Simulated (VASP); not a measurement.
# MgS (F-43m) in VASP: dielectric tensor with r2SCAN

Aim: the dielectric tensor of MgS with r2SCAN.

Everything below comes from runs of VASP 6.6.1. Logs are shortened: lines on timing, memory, paths and dates and some standing lists are left out, and cuts for length are marked.

**1. The cell of the first run**

Symmetry: F-43m, No. 216, cubic system. Conventional cell: a = 5.662 Å, b = 5.662 Å, c = 5.662 Å, α = 90.00°, β = 90.00°, γ = 90.00°. Within 3.2 Å of Mg (site symmetry -43m) lie 4 S at 2.45 Å. Within 3.2 Å of S (site symmetry -43m) lie 4 Mg at 2.45 Å.

**2. Dielectric tensor, r2SCAN**

Contents of INCAR:

```
SYSTEM = MgS
  ALGO = Normal
  EDIFF = 1E-8
  ENCUT = 520
  ISIF = 2
  ISMEAR = 0
  LASPH = .True.
  LCALCEPS = .True.
  LCHARG = .False.
  LMIXTAU = .True.
  LREAL = .False.
  LWAVE = .False.
  METAGGA = R2SCAN
  NELM = 100
  PREC = Accurate
  SIGMA = 0.01
```

Contents of KPOINTS:

```
k-points
0
Gamma
  6 6 6
  0 0 0
```

Contents of POSCAR:

```
MgS
1.0
    0.0000000000      2.8308747667      2.8308747667
    2.8308747667      0.0000000000      2.8308747667
    2.8308747667      2.8308747667      0.0000000000
Mg S
1 1
Direct
    0.0000000000      0.0000000000      0.0000000000
    0.7500000000      0.7500000000      0.7500000000
```

Potentials or basis: VASP PAW PBE potentials, release 64 (Mg, S).

On the command line:

```console
> cat potpaw_PBE.64/Mg/POTCAR potpaw_PBE.64/S/POTCAR > POTCAR
> mpirun -np 1 vasp_std > vasp.out
```

OUTCAR:

```text
SYSTEM = MgS
   EDIFF = 1E-8
   ENCUT = 520
   ISIF = 2
   ISMEAR = 0
   LASPH = .True.
   LREAL = .False.
   METAGGA = R2SCAN
   NELM = 100
   PREC = Accurate

 ion  position               nearest neighbor table
   1  0.000  0.000  0.000-   2 2.45   2 2.45   2 2.45   2 2.45
   2  0.750  0.750  0.750-   1 2.45   1 2.45   1 2.45   1 2.45

  LATTYP: Found a face centered cubic cell.
 ALAT       =     5.6617495334

  Lattice vectors:

 A1 = (   0.0000000000,   2.8308747667,   2.8308747667)
 A2 = (   2.8308747667,   0.0000000000,   2.8308747667)
 A3 = (   2.8308747667,   2.8308747667,   0.0000000000)

Analysis of symmetry for initial positions (statically):
=====================================================================
 Subroutine PRICEL returns:
 Original cell was already a primitive cell.

 Routine SETGRP: Setting up the symmetry group for a
 face centered cubic supercell.

 Subroutine GETGRP returns: Found 24 space group operations
 (whereof 24 operations were pure point group operations)
 out of a pool of 48 trial point group operations.

The static configuration has the point symmetry T_d .

Analysis of symmetry for dynamics (positions and initial velocities):
=====================================================================
 Subroutine PRICEL returns:
 Original cell was already a primitive cell.

 Routine SETGRP: Setting up the symmetry group for a
 face centered cubic supercell.

 Subroutine GETGRP returns: Found 24 space group operations
 (whereof 24 operations were pure point group operations)
 out of a pool of 48 trial point group operations.

The dynamic configuration has the point symmetry T_d .

 Subroutine INISYM returns: Found 24 space group operations
 (whereof 24 operations are pure point group operations),
 and found     1 'primitive' translations

----------------------------------------------------------------------------------------

                                     Primitive cell

  volume of cell :      45.3724

  direct lattice vectors                    reciprocal lattice vectors
     0.000000000  2.830874767  2.830874767    -0.176623850  0.176623850  0.176623850
     2.830874767  0.000000000  2.830874767     0.176623850 -0.176623850  0.176623850
     2.830874767  2.830874767  0.000000000     0.176623850  0.176623850 -0.176623850

  length of vectors
     4.003461488  4.003461488  4.003461488     0.305921482  0.305921482  0.305921482

  position of ions in fractional coordinates (direct lattice)
     0.000000000  0.000000000  0.000000000
     0.750000000  0.750000000  0.750000000

  ion indices of the primitive-cell ions
   primitive index   ion index
                 1           1
                 2           2

----------------------------------------------------------------------------------------

 KPOINTS: k-points

Automatic generation of k-mesh.
 Grid dimensions read from file:
 generate k-points for:    6    6    6

 Generating k-lattice:

  Cartesian coordinates                     Fractional coordinates (reciprocal lattice)
    -0.029437308  0.029437308  0.029437308     0.166666667  0.000000000  0.000000000
     0.029437308 -0.029437308  0.029437308     0.000000000  0.166666667  0.000000000
     0.029437308  0.029437308 -0.029437308     0.000000000  0.000000000  0.166666667

  Length of vectors
     0.050986914  0.050986914  0.050986914

  Shift w.r.t. Gamma in fractional coordinates (k-lattice)
     0.000000000  0.000000000  0.000000000

 Subroutine IBZKPT returns following result:
 ===========================================

 Found     16 irreducible k-points:

 Following reciprocal coordinates:
            Coordinates               Weight
  0.000000  0.000000  0.000000      1.000000
  0.166667  0.000000  0.000000      8.000000
  0.333333  0.000000  0.000000      8.000000
  0.500000  0.000000  0.000000      4.000000
  0.166667  0.166667  0.000000      6.000000
  0.333333  0.166667  0.000000     24.000000
[... 8 lines left out ...]
 -0.333333  0.333333  0.166667     24.000000
 -0.333333  0.500000  0.166667     12.000000
   k-points           NKPTS =     16   k-points in BZ     NKDIM =     16   number of bands    NBANDS=      8
   number of dos      NEDOS =    301   number of ions     NIONS =      2
   total plane-waves  NPLWV =  27000
   dimension x,y,z NGX =    30 NGY =   30 NGZ =   30
   dimension x,y,z NGXF=    60 NGYF=   60 NGZF=   60
   ions per type =               1   1
   NGX,Y,Z   is equivalent  to a cutoff of  12.46, 12.46, 12.46 a.u.
   NGXF,Y,Z  is equivalent  to a cutoff of  24.92, 24.92, 24.92 a.u.
 SYSTEM =  MgS
   PREC   = accura    normal or accurate (medium, high low for compatibility)
   ISTART =      0    job   : 0-new  1-cont  2-samecut
   ICHARG =      2    charge: 1-file 2-atom 10-const
   ISPIN  =      1    spin polarized calculation?
   LNONCOLLINEAR =      F non collinear calculations
   LSORBIT =      F    spin-orbit coupling
   LASPH  =      T    aspherical Exc in radial PAW
   ENCUT  =  520.0 eV  38.22 Ry    6.18 a.u.   7.44  7.44  7.44*2*pi/ulx,y,z
   NELM   =    100;   NELMIN=  2; NELMDL= -5     # of ELM steps
   EDIFF  = 0.1E-07   stopping-criterion for ELM
   LREAL  =      F    real-space projection
   EDIFFG = 0.1E-06   stopping-criterion for IOM
   NSW    =      0    number of steps for IOM
   IBRION =     -1    ionic relax: 0-MD 1-quasi-New 2-CG
   NFREE  =      0    steps in history (QN), initial steepest desc. (CG)
   ISIF   =      2    stress and relaxation
   ISYM   =      2    0-nonsym 1-usesym 2-fastsym
   POTIM  = 0.5000    time-step for ionic-motion
   TEBEG  =    0.0;   TEEND  =   0.0 temperature during run
   PSTRESS=    0.0 pullay stress
   NELECT =       8.0000    total number of electrons
   NUPDOWN=      -1.0000    fix difference up-down
   EMIN   =  10.00;   EMAX   =-10.00  energy-range for DOS
   EFERMI =   0.00;   METHOD = LEGACY
   ISMEAR =     0;   SIGMA  =   0.01  broadening in eV -4-tet -1-fermi 0-gaus
   EFERMI_NEDOS =   21; number of points for ismear=-14 and -15
   IALGO  =     38    algorithm
   IMIX   =      4    mixing-type and parameters
     AMIX     =   0.40;   BMIX     =  1.00
     AMIX_MAG =   1.60;   BMIX_MAG =  1.00
  volume/ion in A,a.u.               =      22.69       153.09
  Fermi-wavevector in a.u.,A,eV,Ry     =   0.917996  1.734761 11.465859  0.842717
  Thomas-Fermi vector in A             =   2.043028
   LORBIT       =      0    0 simple, 1 ext, 2 COOP (PROOUT), +10 PAW based schemes
   METAGGA = R2SCAN    functional components
   LHFCALC =     F    Hartree Fock is set to
   AEXX    =    0.0000 exact exchange contribution
   IVDW    =     0    specifies the selected vdW correction
   LEPSILON=     F    determine dielectric tensor
   LRPA    =     F    only Hartree local field effects (RPA)
   LRPA       =     F
 non-spin polarized calculation
 Gauss-broadening in eV      SIGMA  =   0.01
  energy-cutoff  :      520.00
  volume of cell :       45.37
 maximum number of plane-waves:      1243
 NGX is ok and might be reduce to    30
   NGX = 15   NGY = 15   NGZ = 15

 Total electronic dipole moment: p[elc]=(    -0.00396    -0.00396    -0.00396 ) |e| Angst

 number of electron       8.0000001 magnetization

 Free energy of the ion-electron system (eV)
  ---------------------------------------------------
  ext. energy  EPLUGINS =         0.00000000
  ---------------------------------------------------
  free energy    TOTEN  =       -15.45029464 eV

  energy without entropy =      -15.45029464  energy(sigma->0) =      -15.45029464

 E-fermi :   0.8455     XC(G=0):  -8.7760

 val. band max:        0.7696900284   @ k =   0.0000   0.0000   0.0000
 cond. band min:   10000.0000000000   @ k =   0.0000   0.0000   0.0000
 fundamental gap:   9999.2303099716
 Fermi energy:         0.8455050391

 k-point     1 :       0.0000    0.0000    0.0000
  band No.  band energies     occupation
      1     -10.9694      2.00000
      2       0.7692      2.00000
      3       0.7695      2.00000
      4       0.7697      2.00000
      5   10000.0000      0.00000
      6   10000.0000      0.00000
      7   10000.0000      0.00000
      8   10000.0000      0.00000
[... 243 lines left out ...]
 k-point    24 :       0.0000    0.3333    0.1667
  band No.  band energies     occupation
      1     -10.4788      2.00000
      2      -1.3279      2.00000
      3       0.2003      2.00000
      4       0.2518      2.00000
      5   10000.0000      0.00000
      6   10000.0000      0.00000
      7   10000.0000      0.00000
      8   10000.0000      0.00000

 [... further k-points ...]

------------------------ aborting loop because EDIFF is reached ----------------------------------------

            Ionic dipole moment: p[ion]=(    -8.49262    -8.49262    -8.49262 ) |e| Angst

 Total electronic dipole moment: p[elc]=(    -0.00395    -0.00395     0.00288 ) |e| Angst

 MACROSCOPIC STATIC DIELECTRIC TENSOR (including local field effects)
 ------------------------------------------------------
           3.727601     0.000000    -0.000000
           0.000000     3.727601    -0.000000
           0.000000    -0.000000     3.727601
 ------------------------------------------------------

 PIEZOELECTRIC TENSOR (including local field effects) (e Angst)
          XX          YY          ZZ          XY          YZ          ZX
  --------------------------------------------------------------------------------
  x     0.00000    -0.00000    -0.00000     0.00000     1.08305     0.00000
  y     0.00000    -0.00000     0.00000     0.00000    -0.00000     1.08305
  z    -0.00000    -0.00000     0.00000     1.08305    -0.00000    -0.00000

 PIEZOELECTRIC TENSOR (including local field effects) (C/m^2)
          XX          YY          ZZ          XY          YZ          ZX
  --------------------------------------------------------------------------------
  x     0.00000    -0.00000    -0.00000     0.00000     0.38245     0.00000
  y     0.00000    -0.00000     0.00000     0.00000    -0.00000     0.38245
  z    -0.00000    -0.00000     0.00000     0.38245    -0.00000    -0.00000

 BORN EFFECTIVE CHARGES (including local field effects) (in |e|, cummulative output)
 ---------------------------------------------------------------------------------
 ion    1
    1     1.88585     0.00000     0.00000
    2     0.00000     1.88585     0.00000
    3    -0.00000    -0.00000     1.88585
 ion    2
    1    -1.88585     0.00000    -0.00000
    2     0.00000    -1.88585     0.00000
    3    -0.00000     0.00000    -1.88585

  FORCE on cell =-STRESS in cart. coord.  units (eV):
  Direction    XX          YY          ZZ          XY          YZ          ZX
  --------------------------------------------------------------------------------------
  -------------------------------------------------------------------------------------
  Total       -0.0775509     -0.0775509     -0.0775509     -0.0000000     -0.0000000      0.0000000
  in kB       -2.7384525     -2.7384525     -2.7384525     -0.0000000     -0.0000000      0.0000000
  external PRESSURE =      -2.7384525 kB  Pullay stress =       0.0000000 kB

 VOLUME and BASIS-vectors are now :
 -----------------------------------------------------------------------------
  energy-cutoff  :      520.00
  volume of cell :       45.37
      direct lattice vectors                 reciprocal lattice vectors
     0.000000000  2.830874767  2.830874767    -0.176623850  0.176623850  0.176623850
     2.830874767  0.000000000  2.830874767     0.176623850 -0.176623850  0.176623850
     2.830874767  2.830874767  0.000000000     0.176623850  0.176623850 -0.176623850

 POSITION                                       TOTAL-FORCE (eV/Angst)
 -----------------------------------------------------------------------------------
      0.00000      0.00000      0.00000        -0.000000     -0.000000     -0.000000
      4.24631      4.24631      4.24631         0.000000      0.000000      0.000000
 -----------------------------------------------------------------------------------
    total drift:                                0.000003      0.000003      0.000003

  FREE ENERGIE OF THE ION-ELECTRON SYSTEM (eV)
  ---------------------------------------------------
  free  energy   TOTEN  =       -15.4502946387 eV

  energy  without entropy=      -15.4502946387  energy(sigma->0) =      -15.45029464
```

Wall time 18 min (1 thread of Intel Xeon Platinum 8259CL at 2.50GHz (Skylake/Cascade Lake), shared host); peak memory 0.28 GiB.

Results:

- Band gap on the k mesh: 4.13 eV
- Electronic dielectric tensor (diagonal): 3.73
- Born charges (mean of the diagonal): Mg +1.89; S -1.89 e

Levels at points of the mesh, in eV from the valence-band top:
```csv
k point,band 1,band 2,band 3,band 4,band 5,band 6,band 7,band 8
"(0.00, 0.00, 0.00)",-11.74,0.00,0.00,0.00,4.13,8.59,8.59,8.59
"(0.50, 0.00, 0.00)",-11.04,-3.15,-0.33,-0.33,5.79,8.21,8.21,9.27
"(0.50, 0.50, 0.00)",-10.82,-2.82,-1.05,-1.05,4.32,6.26,12.13,13.27
```

Electronic dielectric tensor:
```
3.73 0.00 0.00
0.00 3.73 0.00
0.00 0.00 3.73
```

Born effective charge tensors (e):
atom 1, Mg
```
1.89 0.00 0.00
0.00 1.89 0.00
0.00 0.00 1.89
```
atom 2, S
```
-1.89  0.00  0.00
 0.00 -1.89  0.00
 0.00  0.00 -1.89
```

Dipole moments of the cell (e·Å, modulo the quantum): ionic -8.493, -8.493, -8.493; electronic -0.004, -0.004, 0.003

Caveat: the PAW data sets were made with another functional, which shifts forces and pressure a little. A k mesh can miss the band edges.

The gap in the log of VASP goes by the Fermi energy; the results here count the filled bands.